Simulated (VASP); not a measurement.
Input of a VASP 6.6.1 run:

Contents of INCAR:

```
SYSTEM = CaO
ALGO = Normal
EDIFF = 1E-6
ENCUT = 520
GGA = PE
ISIF = 2
ISMEAR = 0
LASPH = .True.
LCHARG = .False.
LREAL = .False.
LWAVE = .False.
NBANDS = 24
NELM = 100
PREC = Accurate
SIGMA = 0.05
```

The input KPOINTS:

```
k-points
0
Gamma
  9 9 6
  0 0 0
```

File POSCAR:

```
CaO
1.0
    4.2715855291      0.0000000000      0.0000000000
   -2.1357927646      3.1908708772      0.0000000000
    0.0000000000      0.0000000000      4.8717016612
Ca O
2 2
Direct
    0.3333333333      0.6666666667      0.7500000000
    0.6666666667      0.3333333333      0.2500000000
    0.3333333333      0.6666666667      0.2500000000
    0.6666666667      0.3333333333      0.7500000000
```

Potentials or basis: VASP PAW PBE potentials, release 64 (Ca_sv, O).

The run is started by

```console
$ cat potpaw_PBE.64/Ca_sv/POTCAR potpaw_PBE.64/O/POTCAR > POTCAR
$ mpirun -np 1 vasp_std > vasp.out
```

Question: Predict the band gap on the k mesh.

Answer: 3.26 eV, direct.

Question: Predict the pressure.

Answer: 2.0 GPa.

Question: Estimate the largest force.

Answer: 1.246 eV/Å.

Stress tensor (GPa, compression positive):
```
-3.62  0.00  0.00
 0.00 10.44  0.00
 0.00  0.00 -0.90
```

Caveat: the cell differs from its parent crystal (strain +e along x and -e along y +0.0733, strain +e along z and -e/2 along x and y +0.0133); forces of over 1 eV/Å act on the atoms, so gaps and moduli don't describe the material at rest. A k mesh can miss the band edges.
